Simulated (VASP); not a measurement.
A run of VASP 6.6.1 is set up as follows.

File POSCAR:

```
C
1.0
    0.0000000000      1.7469644787      1.7469644787
    1.7469644787      0.0000000000      1.7469644787
    1.7469644787      1.7469644787      0.0000000000
C
2
Direct
    0.7500000000      0.7500000000      0.7500000000
    0.5000000000      0.5000000000      0.5000000000
```

File INCAR.step1:

```
SYSTEM = C
PREC = Accurate
ENCUT = 520
ISMEAR = -1
SIGMA = 0.05
LREAL = .False.
LASPH = .True.
NELM = 60
NBANDS = 11
GGA = PE
ALGO = Normal
EDIFF = 1E-4
LWAVE = .True.
LCHARG = .False.
```

Contents of INCAR.step2:

```
SYSTEM = C
PREC = Accurate
ENCUT = 520
EDIFF = 1E-6
ISMEAR = -1
SIGMA = 0.05
LREAL = .False.
LASPH = .True.
NELM = 60
ALGO = Normal
ISIF = 2
LWAVE = .False.
LCHARG = .False.
METAGGA = R2SCAN
LMIXTAU = .True.
NBANDS = 11
ISTART = 1
```

The input KPOINTS:

```
Automatic mesh
0
Gamma
  13 13 13
  0 0 0
```

Potentials or basis: VASP PAW PBE potentials, release 64 (C).

Launch:

```console
$ cat potpaw_PBE.64/C/POTCAR > POTCAR
$ cp INCAR.step1 INCAR
$ mpirun -np 1 vasp_std > vasp.out
$ cp INCAR.step2 INCAR
$ mpirun -np 1 vasp_std > vasp.out
```

Problem. Predict the pressure.

Solution. 29.6 GPa.

Problem. Estimate the band gap on the k mesh.

Solution. 4.48 eV, indirect (least direct gap 6.01 eV).

Caveat: the PAW data sets were made with another functional, which shifts forces and pressure a little. r2SCAN opens gaps a little over a GGA but as a rule still falls short of measured ones.
